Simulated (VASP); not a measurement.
Crystal: ScSi2O3.

```
CELL_PARAMETERS angstrom
3.17282 0.00000 0.00000
0.00000 3.17282 0.00000
0.00000 0.00000 6.74678
ATOMIC_POSITIONS crystal
Sc 0.00000 0.00000 0.62175
Si 0.50000 0.50000 0.73655
Si 0.00000 0.00000 0.26487
O 0.50000 0.00000 0.99985
O 0.00000 0.50000 0.99985
O 0.50000 0.50000 0.37714
```

The cell was built from a structure type or drawn by symmetry, and may not be a known phase.

```yaml
Program: VASP 6.6.1
Task: relaxation of cell and atoms
Functional: PBE
Potentials_or_basis: VASP PAW PBE potentials, release 64 (Sc_sv, Si, O)
Cutoff: 600 eV
k_mesh: 6 × 6 × 4
Occupations: gaussian, width 0.1 eV
Spin: no spin polarisation
```

At the start: pressure 14.4 GPa; volume 11.32 Å³/atom.

How do energy, volume and symmetry change on relaxing?

Over 19 steps the energy falls by 1814.9 meV/atom and the volume is 13.48 Å³/atom (+19.1 %); space group P4mm (No. 99, to 0.1 Å) before and after.

Step by step:
```csv
step,energy change (eV),largest force (eV/Å),pressure (GPa),volume (Å³)
1,0.0000,6.0775,14.40,67.92
2,-3.8020,5.6564,-11.87,78.25
3,-5.6273,2.5914,-22.35,92.63
4,-5.6528,3.5341,-21.81,89.14
5,-7.4779,3.0371,-12.28,81.33
6,-7.5446,3.0165,-8.89,79.66
7,-8.6818,2.2752,-1.16,73.86
8,-9.3353,2.3746,14.56,67.36
9,-10.0080,0.7852,11.57,68.46
10,-10.1172,2.7620,10.22,69.11
11,-10.4102,1.7181,3.48,72.79
12,-10.5216,1.4972,-2.36,77.18
13,-10.6783,1.1814,-0.84,77.78
14,-10.7390,1.0675,0.89,78.42
15,-10.8353,0.5401,0.27,79.37
16,-10.8644,0.4930,-0.32,80.25
17,-10.8859,0.2488,0.46,80.29
18,-10.8868,0.1856,0.68,80.30
19,-10.8892,0.0348,0.01,80.86
```

Final structure:
```cif
data_structure
_symmetry_space_group_name_H-M 'P 1'
_symmetry_Int_Tables_number 1
_cell_length_a 3.2125
_cell_length_b 3.2125
_cell_length_c 7.8348
_cell_angle_alpha 90.000
_cell_angle_beta 90.000
_cell_angle_gamma 90.000
_cell_volume 80.86
loop_
_atom_site_label
_atom_site_type_symbol
_atom_site_fract_x
_atom_site_fract_y
_atom_site_fract_z
_atom_site_occupancy
Sc1 Sc 0.00000 0.00000 0.48587 1
Si1 Si 0.50000 0.50000 0.86377 1
Si2 Si 0.00000 0.00000 0.13316 1
O1 O 0.50000 0.00000 0.02214 1
O2 O 0.00000 0.50000 0.02214 1
O3 O 0.50000 0.50000 0.47292 1
```

Caveat: the volume moved by over 15 % at a fixed basis, so the end points are rough; an odd number of electrons without spin polarisation forces a metal; a magnetic or distorted state may lie lower.
